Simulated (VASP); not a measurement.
Write the native input for VASP 6.6.1 that does the following.

```yaml
Task: single point
Functional: LDA
Potentials_or_basis: VASP PAW LDA potentials, release 64 (Hg)
Cutoff: 520 eV
k_mesh: 11 × 11 × 11
Occupations: fermi-dirac, width 0.05 eV
Spin: no spin polarisation
Dipole_correction: no
Further_INCAR_settings: ALGO = Normal; EDIFF = 1e-06; NBANDS = 12
```

The structure of Hg lies in POSCAR:

```
Hg
1.0
    2.2633740700     -2.0727805351      0.0000000000
    2.2633740700      2.0727805351      0.0000000000
   -0.3533243170      0.0000000000      3.0798026519
Hg
1
Direct
    0.5000000000      0.5000000000      0.5000000000
```

These files were run (other wordings do the same):

INCAR

```
SYSTEM = Hg
PREC = Accurate ; ENCUT = 520
EDIFF = 1E-6 ; ISMEAR = -1
SIGMA = 0.05 ; LREAL = .FALSE.
LASPH = .TRUE. ; NELM = 100
ALGO = Normal ; ISIF = 2
LWAVE = .FALSE. ; LCHARG = .TRUE.
LELF = .TRUE. ; LVHAR = .TRUE.
NBANDS = 12
```

KPOINTS

```
Automatic mesh
0
G
  11 11 11
  0 0 0
```

Potentials or basis: VASP PAW LDA potentials, release 64 (Hg).

Run with:

```bash
$ cat potpaw_LDA.64/Hg/POTCAR > POTCAR
$ mpirun -np 1 vasp_std > vasp.out
```

Results of the run:

- Pressure: -4.7 GPa
- Band gap on the k mesh: zero (bands 6 and 7 overlap by 3.54 eV)

Caveat: the cell stands under tension; spin-orbit coupling is left out, which moves the levels of the heavy elements.

Wall time 35 s on 1 thread of Intel(R) Xeon(R) Platinum 8488C (Sapphire Rapids) (shared host), peak memory 0.22 GiB.
